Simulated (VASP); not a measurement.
Runs of VASP 6.6.1 on Ca. The structure is that of space group I4/mmm (No. 139), or close to it. The cells are those of the table. 

```csv
cell,gap on the mesh (eV),pressure (GPa)
"a = 3.952, b = 4.102, c = 4.102 Å, angles 57.6, 61.2, 61.2°, 1 atom",none,(a)
"a = 3.952, b = 3.806, c = 3.806 Å, angles 62.5, 58.7, 58.7°, 1 atom",none,1.4
"a = 3.952, b = 3.759, c = 3.759 Å, angles 63.4, 58.3, 58.3°, 1 atom",none,(b)
"a = 3.952, b = 4.154, c = 4.154 Å, angles 56.8, 61.6, 61.6°, 1 atom",none,-1.6
"a = 3.952, b = 3.854, c = 3.854 Å, angles 61.7, 59.2, 59.2°, 1 atom",none,0.8
```

Alike in all rows: task single point; level r2SCAN; potentials or basis VASP PAW PBE potentials, release 64 (Ca_sv); no spin polarisation; k mesh 14 × 14 × 14; cutoff (eV) 520; smearing gaussian 0.15 eV.

Question: Estimate the missing entries.

Answer: (a) -1.3; (b) 2.0.

Caveats: the PAW data sets were made with another functional, which shifts forces and pressure a little.

A gap of «none» marks levels without a gap at the run's occupations.
